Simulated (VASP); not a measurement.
Input of a VASP 6.6.1 run:

The input INCAR:

```
SYSTEM = Au
  ALGO = Normal
  EDIFF = 1E-6
  ENCUT = 520
  GGA = PE
  ISIF = 2
  ISMEAR = -1
  LASPH = .TRUE.
  LCHARG = .FALSE.
  LREAL = .FALSE.
  LWAVE = .FALSE.
  NBANDS = 18
  NELM = 100
  PREC = Accurate
  SIGMA = 0.06122561905347299
```

KPOINTS

```
k-points
0
G
  16 16 16
  0 0 0
```

File POSCAR:

```
Au
1.0
    0.0000000000      3.1421027439      3.1421027439
    3.1421027439      0.0000000000      3.1421027439
    3.1421027439      3.1421027439      0.0000000000
Au
2
Direct
    0.0000000000      0.0000000000      0.0000000000
    0.2500000000      0.2500000000      0.2500000000
```

Potentials or basis: VASP PAW PBE potentials, release 64 (Au).

Command:

```console
$ cat potpaw_PBE.64/Au/POTCAR > POTCAR
$ mpirun -np 1 vasp_std > vasp.out
```

(1) What does it give for the band gap on the k mesh?

(2) What does it give for the pressure?

## Answers

(1) zero (band 11 reaches 2.46 eV, above the bottom of band 12 at 1.82 eV).

(2) -2.7 GPa.

Caveat: spin-orbit coupling is left out, which moves the levels of the heavy elements.
